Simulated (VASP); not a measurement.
# TiSi2 (Fddd) in VASP: a series of runs, part 2 of 2

VASP 6.6.1. The steps go on from the part before.

## Step 3: Electric field gradients, PBEsol (volume scaled by 1.04)

Contents of INCAR:

```
PREC = Accurate
ENCUT = 520
EDIFF = 1E-8
ISMEAR = -1
SIGMA = 0.08
LREAL = F
LASPH = T
NELM = 80
ALGO = Normal
ISIF = 2
LWAVE = F
LCHARG = F
GGA = PS
LEFG = T
NBANDS = 29
```

Contents of KPOINTS:

```
Automatic mesh
0
Gamma
  8 8 8
```

Contents of POSCAR:

```
TiSi2
1.0
    0.0000000000      4.1721904249      4.3175787994
    2.4179049172      0.0000000000      4.3175787994
    2.4179049172      4.1721904249      0.0000000000
Ti Si
2 4
Direct
    0.7500000000      0.7500000000      0.7500000000
    0.5000000000      0.5000000000      0.5000000000
    0.0830000000      0.4170000000      0.0830000000
    0.4170000000      0.0830000000      0.4170000000
    0.1670000000      0.8330000000      0.1670000000
    0.8330000000      0.1670000000      0.8330000000
```

Potentials or basis: VASP PAW PBE potentials, release 64 (Ti_sv, Si).

Run with:

```sh
cat potpaw_PBE.64/Ti_sv/POTCAR potpaw_PBE.64/Si/POTCAR > POTCAR
mpirun -np 1 vasp_std > vasp.out
```

OUTCAR:

```text
PREC = Accurate
   ENCUT = 520
   EDIFF = 1E-8
   ISMEAR = -1
   LREAL = F
   LASPH = T
   NELM = 80
   ISIF = 2
   GGA = PS

 ion  position               nearest neighbor table
   1  0.750  0.750  0.750-   6 2.57   5 2.57   6 2.57   5 2.57   3 2.78   4 2.78   4 2.79   4 2.79
                             3 2.79   3 2.79
   2  0.500  0.500  0.500-   3 2.57   4 2.57   3 2.57   4 2.57   5 2.78   6 2.78   5 2.79   5 2.79
                             6 2.79   6 2.79
   3  0.083  0.417  0.083-   2 2.57   2 2.57   5 2.57   5 2.57   1 2.78   4 2.79   4 2.79   4 2.79
                             1 2.79   1 2.79
   4  0.417  0.083  0.417-   2 2.57   2 2.57   6 2.57   6 2.57   1 2.78   3 2.79   3 2.79   3 2.79
                             1 2.79   1 2.79
   5  0.167  0.833  0.167-   1 2.57   1 2.57   3 2.57   3 2.57   2 2.78   6 2.79   6 2.79   6 2.79
                             2 2.79   2 2.79
   6  0.833  0.167  0.833-   1 2.57   1 2.57   4 2.57   4 2.57   2 2.78   5 2.79   5 2.79   5 2.79
                             2 2.79   2 2.79

  LATTYP: Found a face centered orthorhombic cell.
 ALAT       =     4.8358098344
[... 997 lines left out ...]
 -----------------------------------------------------------------------------------
    total drift:                               -0.000000     -0.000000     -0.000000

  FREE ENERGIE OF THE ION-ELECTRON SYSTEM (eV)
  ---------------------------------------------------
  free  energy   TOTEN  =       -43.6016559143 eV

  energy  without entropy=      -43.5570660964  energy(sigma->0) =      -43.57936101

 Electric field gradients (V/A^2)
---------------------------------------------------------------------
 ion       V_xx      V_yy      V_zz      V_xy      V_xz      V_yz
---------------------------------------------------------------------
   1      -2.257     9.901    -7.644    -0.000    -0.000     0.001
   2      -2.257     9.901    -7.644    -0.000    -0.000     0.001
   3       1.688    12.142   -13.830    -0.000    26.949     0.000
   4       1.688    12.142   -13.830     0.000   -26.949     0.000
   5       1.688    12.142   -13.830    -0.000    26.949     0.000
   6       1.688    12.142   -13.830     0.000   -26.949     0.000
---------------------------------------------------------------------

 Electric field gradients after diagonalization (V/A^2)
 (convention: |V_zz| > |V_xx| > |V_yy|)
----------------------------------------------------------------------
 ion       V_xx      V_yy      V_zz     asymmetry (V_yy - V_xx)/ V_zz
----------------------------------------------------------------------
   1      -7.644    -2.257     9.901       0.544
   2      -7.644    -2.257     9.901       0.544
   3      21.973    12.142   -34.115       0.288
   4      21.973    12.142   -34.115       0.288
   5      21.973    12.142   -34.115       0.288
   6      21.973    12.142   -34.115       0.288
----------------------------------------------------------------------

           NMR quadrupolar parameters

 Cq : quadrupolar parameter    Cq=e*Q*V_zz/h
 eta: asymmetry parameters     (V_yy - V_xx)/ V_zz
 Q  : nuclear electric quadrupole moment in mb (millibarn)
----------------------------------------------------------------------
 ion       Cq(MHz)       eta       Q (mb)
----------------------------------------------------------------------
   1       0.024       0.544       1.000
   2       0.024       0.544       1.000
   3      -0.082       0.288       1.000
   4      -0.082       0.288       1.000
   5      -0.082       0.288       1.000
   6      -0.082       0.288       1.000
----------------------------------------------------------------------
```

OSZICAR:

```text
N       E                     dE             d eps       ncg     rms          rms(c)
DAV:   1     0.381051054812E+03    0.38105E+03   -0.18795E+04  5510   0.146E+03
DAV:   2    -0.229122613917E+01   -0.38334E+03   -0.37305E+03  5565   0.426E+02
DAV:   3    -0.439317038865E+02   -0.41640E+02   -0.40784E+02  9243   0.118E+02
DAV:   4    -0.472708293134E+02   -0.33391E+01   -0.33207E+01  7844   0.295E+01
DAV:   5    -0.474747878833E+02   -0.20396E+00   -0.20389E+00  8417   0.621E+00    0.184E+01
DAV:   6    -0.443684289155E+02    0.31064E+01   -0.34736E+01  7826   0.411E+01    0.705E+00
DAV:   7    -0.437093047713E+02    0.65912E+00   -0.70485E+00  7491   0.193E+01    0.504E+00
DAV:   8    -0.436200160238E+02    0.89289E-01   -0.92683E-01  7510   0.735E+00    0.133E+00
DAV:   9    -0.436011669660E+02    0.18849E-01   -0.16341E-01  7535   0.335E+00    0.502E-01
DAV:  10    -0.436020638833E+02   -0.89692E-03   -0.70050E-03  7307   0.619E-01    0.241E-01
DAV:  11    -0.436018519595E+02    0.21192E-03   -0.66896E-03  7991   0.601E-01    0.160E-01
DAV:  12    -0.436016555234E+02    0.19644E-03   -0.14118E-03  7699   0.292E-01    0.153E-02
DAV:  13    -0.436016565789E+02   -0.10555E-05   -0.31993E-05  7114   0.483E-02    0.139E-02
DAV:  14    -0.436016561298E+02    0.44917E-06   -0.25883E-06  7447   0.134E-02    0.390E-03
DAV:  15    -0.436016558680E+02    0.26177E-06   -0.13316E-06  8030   0.781E-03    0.433E-04
DAV:  16    -0.436016558895E+02   -0.21535E-07   -0.36096E-08  6251   0.148E-03    0.479E-04
DAV:  17    -0.436016559223E+02   -0.32813E-07   -0.52892E-09  4439   0.724E-04    0.239E-04
DAV:  18    -0.436016559143E+02    0.80386E-08   -0.16737E-09  4002   0.471E-04
   1 F= -.43601656E+02 E0= -.43579361E+02  d E =-.445898E-01
```

It took 2.7 min on 1 thread of Intel Xeon 6975P-C (Granite Rapids), shared host; peak memory 0.37 GiB.

What came out:

```
Free energy            : -43.6017 eV
Pressure               : -6.9 GPa
Largest force          : 0.162 eV/Å
Band gap on the k mesh : zero (band 20 reaches 10.34 eV, above the bottom of band 21 at 8.57 eV)
```

Forces in eV/Å, atoms in the order of the input:
```
Ti   0.000  0.000  0.000
Ti   0.000  0.000  0.000
Si   0.000  0.162  0.000
Si   0.000 -0.162  0.000
Si   0.000 -0.162  0.000
Si   0.000  0.162  0.000
```

Electric field gradients, principal values (V/Å²):
| atom | least | middle | greatest (by size) |
| --- | --- | --- | --- |
| 1 Ti | -2.257 | -7.644 | 9.901 |
| 2 Ti | -2.257 | -7.644 | 9.901 |
| 3 Si | 12.142 | 21.973 | -34.115 |
| 4 Si | 12.142 | 21.973 | -34.115 |
| 5 Si | 12.142 | 21.973 | -34.115 |
| 6 Si | 12.142 | 21.973 | -34.115 |

Caveat: without QUAD_EFG the Cq values of the log hold for a quadrupole moment of 1 mb, not for the nuclei; the PAW data sets were made with another functional, which shifts forces and pressure a little.

## Step 4: Electric field gradients, PBEsol (volume scaled by 0.94)

Contents of INCAR:

```
PREC = Accurate
ENCUT = 520
EDIFF = 1E-8
ISMEAR = -1
SIGMA = 0.08
LREAL = False
LASPH = True
NELM = 100
ALGO = Normal
ISIF = 2
LWAVE = False
LCHARG = False
GGA = PS
LEFG = True
NBANDS = 29
```

KPOINTS is that of step 3.

Changes to POSCAR since step 3:

```diff
@@ -2,5 +2,5 @@
 1.0
-    0.0000000000      4.1721904249      4.3175787994
-    2.4179049172      0.0000000000      4.3175787994
-    2.4179049172      4.1721904249      0.0000000000
+    0.0000000000      4.0339355957      4.1745062023
+    2.3377822484      0.0000000000      4.1745062023
+    2.3377822484      4.0339355957      0.0000000000
 Ti Si
```

Potentials or basis: VASP PAW PBE potentials, release 64 (Ti_sv, Si).

Run with:

```sh
cat potpaw_PBE.64/Ti_sv/POTCAR potpaw_PBE.64/Si/POTCAR > POTCAR
mpirun -np 1 vasp_std > vasp.out
```

OUTCAR:

```text
PREC = Accurate
   ENCUT = 520
   EDIFF = 1E-8
   ISMEAR = -1
   LREAL = False
   LASPH = True
   NELM = 100
   ISIF = 2
   GGA = PS

 ion  position               nearest neighbor table
   1  0.750  0.750  0.750-   6 2.48   5 2.48   6 2.48   5 2.48   3 2.69   4 2.69   4 2.70   4 2.70
                             3 2.70   3 2.70
   2  0.500  0.500  0.500-   3 2.48   4 2.48   3 2.48   4 2.48   5 2.69   6 2.69   5 2.70   5 2.70
                             6 2.70   6 2.70
   3  0.083  0.417  0.083-   2 2.48   2 2.48   5 2.49   5 2.49   1 2.69   4 2.69   4 2.69   4 2.69
                             1 2.70   1 2.70   6 3.13   6 3.13   6 3.13   6 3.13
   4  0.417  0.083  0.417-   2 2.48   2 2.48   6 2.49   6 2.49   1 2.69   3 2.69   3 2.69   3 2.69
                             1 2.70   1 2.70   5 3.13   5 3.13   5 3.13   5 3.13
   5  0.167  0.833  0.167-   1 2.48   1 2.48   3 2.49   3 2.49   2 2.69   6 2.69   6 2.69   6 2.69
                             2 2.70   2 2.70   4 3.13   4 3.13   4 3.13   4 3.13
   6  0.833  0.167  0.833-   1 2.48   1 2.48   4 2.49   4 2.49   2 2.69   5 2.69   5 2.69   5 2.69
                             2 2.70   2 2.70   3 3.13   3 3.13   3 3.13   3 3.13

  LATTYP: Found a face centered orthorhombic cell.
 ALAT       =     4.6755644968
 B/A-ratio  =     1.7255394930
 C/A-ratio  =     1.7856693904

  Lattice vectors:

 A1 = (   0.0000000000,   4.0339355957,   4.1745062023)
 A2 = (   2.3377822484,   0.0000000000,   4.1745062023)
 A3 = (   2.3377822484,   4.0339355957,   0.0000000000)

Analysis of symmetry for initial positions (statically):
=====================================================================
 Subroutine PRICEL returns:
 Original cell was already a primitive cell.

 Routine SETGRP: Setting up the symmetry group for a
 face centered orthorhombic supercell.

 Subroutine GETGRP returns: Found  8 space group operations
 (whereof  4 operations were pure point group operations)
 out of a pool of  8 trial point group operations.

The static configuration has the point symmetry D_2 .
 The point group associated with its full space group is D_2h.

Analysis of symmetry for dynamics (positions and initial velocities):
=====================================================================
 Subroutine PRICEL returns:
 Original cell was already a primitive cell.

 Routine SETGRP: Setting up the symmetry group for a
 face centered orthorhombic supercell.

 Subroutine GETGRP returns: Found  8 space group operations
 (whereof  4 operations were pure point group operations)
 out of a pool of  8 trial point group operations.

The dynamic configuration has the point symmetry D_2 .
 The point group associated with its full space group is D_2h.

 Subroutine INISYM returns: Found  8 space group operations
 (whereof  4 operations are pure point group operations),
 and found     1 'primitive' translations

----------------------------------------------------------------------------------------

                                     Primitive cell

  volume of cell :      78.7351

  direct lattice vectors                    reciprocal lattice vectors
     0.000000000  4.033935596  4.174506202    -0.213877918  0.123948434  0.119774645
     2.337782248  0.000000000  4.174506202     0.213877918 -0.123948434  0.119774645
     2.337782248  4.033935596  0.000000000     0.213877918  0.123948434 -0.119774645
[... 116 lines left out ...]
   LORBIT       =      0    0 simple, 1 ext, 2 COOP (PROOUT), +10 PAW based schemes
   GGA     = PS    functional components
   LHFCALC =     F    Hartree Fock is set to
   AEXX    =    0.0000 exact exchange contribution
   IVDW    =     0    specifies the selected vdW correction
   LEPSILON=     F    determine dielectric tensor
   LRPA    =     F    only Hartree local field effects (RPA)
 non-spin polarized calculation
  energy-cutoff  :      520.00
  volume of cell :       78.74
 maximum number of plane-waves:      2143
 NGX is ok and might be reduce to    48
   NGX = 21   NGY = 17   NGZ = 17

 number of electron      40.0000000 magnetization

 Free energy of the ion-electron system (eV)
  ---------------------------------------------------
  ext. energy  EPLUGINS =         0.00000000
  ---------------------------------------------------
  free energy    TOTEN  =       -43.58638715 eV

  energy without entropy =      -43.54558402  energy(sigma->0) =      -43.56598558

 E-fermi :  10.8883     XC(G=0): -12.1078

 val. band max:       10.8717376741   @ k =  -0.2500   0.3750   0.3750
 cond. band min:      10.8899113741   @ k =  -0.1250   0.1250   0.1250
 fundamental gap:      0.0181737000
 Fermi energy:        10.8883089569

 k-point     1 :       0.0000    0.0000    0.0000
  band No.  band energies     occupation
      1     -44.9058      2.00000
      2     -44.8663      2.00000
      3     -21.4516      2.00000
      4     -21.4128      2.00000
      5     -21.3299      2.00000
      6     -21.3116      2.00000
[... 757 lines left out ...]
     28      15.1616      0.00000
     29      15.5555      0.00000

 [... further k-points ...]
[... 5 lines left out ...]
  --------------------------------------------------------------------------------------
  -------------------------------------------------------------------------------------
  Total        4.5025580      3.3457477      5.1093897      0.0000000      0.0000000      0.0000000
  in kB       91.6224228     68.0825246    103.9708253      0.0000000      0.0000000      0.0000000
  external PRESSURE =      87.8919242 kB  Pullay stress =       0.0000000 kB

 VOLUME and BASIS-vectors are now :
 -----------------------------------------------------------------------------
  energy-cutoff  :      520.00
  volume of cell :       78.74
      direct lattice vectors                 reciprocal lattice vectors
     0.000000000  4.033935596  4.174506202    -0.213877918  0.123948434  0.119774645
     2.337782248  0.000000000  4.174506202     0.213877918 -0.123948434  0.119774645
     2.337782248  4.033935596  0.000000000     0.213877918  0.123948434 -0.119774645

 POSITION                                       TOTAL-FORCE (eV/Angst)
 -----------------------------------------------------------------------------------
      3.50667      6.05090      6.26176         0.000000     -0.000000     -0.000000
      2.33778      4.03394      4.17451        -0.000000     -0.000000      0.000000
      1.16889      0.66963      2.08725         0.000000      0.187505     -0.000000
      1.16889      3.36430      2.08725         0.000000     -0.187505     -0.000000
      2.33778      1.34733      4.17451         0.000000     -0.187505      0.000000
      2.33778      6.72054      4.17451         0.000000      0.187505      0.000000
 -----------------------------------------------------------------------------------
    total drift:                               -0.000000     -0.000000      0.000000

  FREE ENERGIE OF THE ION-ELECTRON SYSTEM (eV)
  ---------------------------------------------------
  free  energy   TOTEN  =       -43.5863871475 eV

  energy  without entropy=      -43.5455840203  energy(sigma->0) =      -43.56598558

 Electric field gradients (V/A^2)
---------------------------------------------------------------------
 ion       V_xx      V_yy      V_zz      V_xy      V_xz      V_yz
---------------------------------------------------------------------
   1      -2.999    10.122    -7.124    -0.002    -0.001     0.000
   2      -2.999    10.122    -7.124    -0.002    -0.001     0.000
   3       0.854    13.896   -14.749    -0.000    26.877    -0.000
   4       0.853    13.896   -14.749     0.000   -26.878     0.000
   5       0.854    13.896   -14.749    -0.000    26.877    -0.000
   6       0.853    13.896   -14.749     0.000   -26.878     0.000
---------------------------------------------------------------------

 Electric field gradients after diagonalization (V/A^2)
 (convention: |V_zz| > |V_xx| > |V_yy|)
----------------------------------------------------------------------
 ion       V_xx      V_yy      V_zz     asymmetry (V_yy - V_xx)/ V_zz
----------------------------------------------------------------------
   1      -7.124    -2.999    10.122       0.407
   2      -7.124    -2.999    10.122       0.407
   3      21.039    13.896   -34.935       0.204
   4      21.039    13.896   -34.935       0.204
   5      21.039    13.896   -34.935       0.204
   6      21.039    13.896   -34.935       0.204
----------------------------------------------------------------------

           NMR quadrupolar parameters

 Cq : quadrupolar parameter    Cq=e*Q*V_zz/h
 eta: asymmetry parameters     (V_yy - V_xx)/ V_zz
 Q  : nuclear electric quadrupole moment in mb (millibarn)
----------------------------------------------------------------------
 ion       Cq(MHz)       eta       Q (mb)
----------------------------------------------------------------------
   1       0.024       0.407       1.000
   2       0.024       0.407       1.000
   3      -0.084       0.204       1.000
   4      -0.084       0.204       1.000
   5      -0.084       0.204       1.000
   6      -0.084       0.204       1.000
----------------------------------------------------------------------
```

stdout:

```text
POSCAR found type information on POSCAR TiSi
 POSCAR found :  2 types and       6 ions
 scaLAPACK will be used
 -----------------------------------------------------------------------------
|                                                                             |
|                                                                             |
|     You enforced a specific xc type in the INCAR file but a different       |
|     I HOPE YOU KNOW WHAT YOU ARE DOING!                                     |
|                                                                             |
 -----------------------------------------------------------------------------

 LDA part: xc-table for (Slater+PW92), standard interpolation
 POSCAR, INCAR and KPOINTS ok, starting setup
 FFT: planning ... GRIDC
 FFT: planning ... GRID_SOFT
 FFT: planning ... GRID
 WAVECAR not read
 entering main loop
ion   1

ion   2

ion   3

ion   4

ion   5

ion   6
```

Wall time 4.4 min (1 thread of Intel Xeon Platinum 8488C (Sapphire Rapids), shared host); peak memory 0.35 GiB.

Results:

```yaml
Free_energy: -43.5864 eV
Pressure: 8.8 GPa
Largest_force: 0.188 eV/Å
Band_gap_on_the_k_mesh: zero (band 20 reaches 11.63 eV, above the bottom of band 21 at 9.67 eV)
```

Forces in eV/Å, atoms in the order of the input:
```
Ti   0.000  0.000  0.000
Ti   0.000  0.000  0.000
Si   0.000  0.188  0.000
Si   0.000 -0.188  0.000
Si   0.000 -0.188  0.000
Si   0.000  0.188  0.000
```

Levels at points of the mesh, in eV from the Fermi level:
```tsv
k point	band 17	band 18	band 19	band 20	band 21	band 22	band 23	band 24
(0.00, 0.00, 0.00)	-2.37	-1.93	-1.72	-1.53	-1.02	2.18	3.44	3.61
(0.50, 0.00, 0.00)	-2.08	-1.17	-0.08	0.17	1.13	1.47	1.92	2.43
(0.50, 0.50, 0.00)	-1.61	-1.61	-1.12	-1.12	0.86	0.86	3.48	3.48
(0.50, 0.00, 0.50)	-2.42	-2.42	-0.92	-0.92	1.35	1.35	3.64	3.64
(0.00, 0.50, 0.50)	-1.29	-1.29	-0.69	-0.69	0.97	0.97	2.51	2.51
```

Electric field gradients, principal values (V/Å²):
```csv
atom,least,middle,greatest (by size)
1 Ti,-2.999,-7.124,10.122
2 Ti,-2.999,-7.124,10.122
3 Si,13.896,21.039,-34.935
4 Si,13.896,21.039,-34.935
5 Si,13.896,21.039,-34.935
6 Si,13.896,21.039,-34.935
```

Caveat: without QUAD_EFG the Cq values of the log hold for a quadrupole moment of 1 mb, not for the nuclei; the PAW data sets were made with another functional, which shifts forces and pressure a little.

## Step 5: Summary

```tsv
cell	gap on the mesh (eV)	pressure (GPa)	largest force (eV/Å)
a = 5.946, b = 4.900, c = 4.775 Å, angles 75.8, 53.0, 51.1°, 6 atoms	none	-3.0	0.17
a = 6.004, b = 4.949, c = 4.822 Å, angles 75.8, 53.0, 51.1°, 6 atoms	none	-6.9	0.16
a = 5.805, b = 4.785, c = 4.662 Å, angles 75.8, 53.0, 51.1°, 6 atoms	none	8.8	0.19
```

Alike in all rows: task electric field gradients; level PBEsol; potentials or basis VASP PAW PBE potentials, release 64 (Ti_sv, Si); no spin polarisation; k mesh 8 × 8 × 8; cutoff (eV) 520; smearing fermi-dirac 0.08 eV.

Caveats: the PAW data sets were made with another functional, which shifts forces and pressure a little.

Total energies depend on the potentials used, so only differences within one code and one set of settings carry meaning.
